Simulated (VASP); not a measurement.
A run of VASP 6.6.1 is set up as follows.

File INCAR:

```
PREC = Accurate ; ENCUT = 520
EDIFF = 1E-7 ; ISMEAR = 0
SIGMA = 0.01 ; LREAL = False
LASPH = True ; NELM = 100
ALGO = Normal ; ISIF = 2
LWAVE = False ; LCHARG = False
GGA = PE ; NBANDS = 26
```

KPOINTS

```
regular mesh
0
Gamma
  6 6 4
```

The input POSCAR:

```
ZnO
1.0
    3.2353522072      0.0000000000      0.0000000000
   -1.6176761036      2.8018972017      0.0000000000
    0.0000000000      0.0000000000      5.2109131099
Zn O
2 2
Direct
    0.3333333333      0.6666666667      0.4996551081
    0.6666666667      0.3333333333     -0.0003448919
    0.6666666667      0.3333333333      0.3793548919
    0.3333333333      0.6666666667      0.8793548919
```

Potentials or basis: VASP PAW PBE potentials, release 64 (Zn, O).

Run with:

```bash
$ cat potpaw_PBE.64/Zn/POTCAR potpaw_PBE.64/O/POTCAR > POTCAR
$ mpirun -np 1 vasp_std > vasp.out
```

Q: Estimate the pressure.

A: 7.2 GPa.

Q: What does it give for the largest force?

A: 0.004 eV/Å.

Q: Predict the band gap on the k mesh.

A: 0.79 eV.

Stress tensor (GPa, compression positive):
```
7.12 0.00 0.00
0.00 7.12 0.00
0.00 0.00 7.22
```

Caveat: the cell stands under pressure. As with any semilocal functional, this PBE gap is likely too small.
